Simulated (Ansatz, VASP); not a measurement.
## AsSe2: VASP beside Ansatz

INCAR

```
PREC = Accurate
ENCUT = 600
EDIFF = 1E-6
ISMEAR = 0
SIGMA = 0.1
LREAL = F
LASPH = T
NELM = 80
ALGO = Normal
ISIF = 3
LWAVE = F
LCHARG = F
GGA = PE
IBRION = 2
NSW = 100
EDIFFG = -0.01
```

File KPOINTS:

```
regular mesh
0
Gamma
  12 12 10
```

Contents of POSCAR:

```
AsSe2
1.0
    3.8369719310      0.0000000000      0.0000000000
    0.0000000000      3.8369719310      0.0000000000
    0.0000000000      0.0000000000      5.4059167763
As Se
1 2
Direct
    0.0000000000      0.0000000000      0.0000000000
    0.0000000000      0.5000000000      0.3003097305
    0.5000000000      0.0000000000      0.6996902695
```

Input for Ansatz:

```yaml
crystal:
  lattice:
    - [3.836971931, 0.0, 0.0]
    - [0.0, 3.836971931, 0.0]
    - [0.0, 0.0, 5.4059167763]
  atoms:
    - { symbol: As, position: [0.0, 0.0, 0.0] }
    - { symbol: Se, position: [0.0, 0.5, 0.3003097305] }
    - { symbol: Se, position: [0.5, 0.0, 0.6996902695] }
basis:
  ecutwfc: 420
kpoints:
  mp_grid: { grid: [12, 12, 10] }
hamiltonian:
  xc: pbe
scf:
  occupations: { method: gaussian, width: 0.1 }
output:
  forces: true
  stress: true
  eigenvalues: true
  write_density: true
  write_potential: true
  elf: true
  volumetric_format: npy
relax:
  adjacent_minimum: "off"
  f_tol: 0.01
  max_steps: 80
  cell: { stress_tol: 0.05 }
```

Change from the starting cell: species swapped into the Ta2H type (C222, No. 21).

Alike in both runs: task relaxation of cell and atoms; functional PBE; k mesh 12 × 12 × 10; occupations gaussian, width 0.1 eV; no spin polarisation.

|  | VASP | Ansatz |
| --- | --- | --- |
| version | VASP 6.6.1 | Ansatz 0.2.0 |
| potentials or method | VASP PAW PBE potentials, release 64 (As, Se), cutoff 600 eV | scalar-relativistic, plane waves, PAW |
| valence electrons in the cell | 17 | 47 |

```tsv
	VASP	Ansatz	Ansatz less VASP
gap on the k mesh at the Fermi level, each at its own relaxed structure (eV)	none	none	-
relaxed volume (Å³/atom)	26.45	26.39	-0.060
relaxed cell length with the largest relative difference (Å)	5.439	5.422	-0.0173
```

A gap of «none» marks a metal or a gap that the smearing closes. VASP's potentials hold 17 valence electrons a cell and Ansatz's 47, so a difference there can come from the potentials and not from the codes.
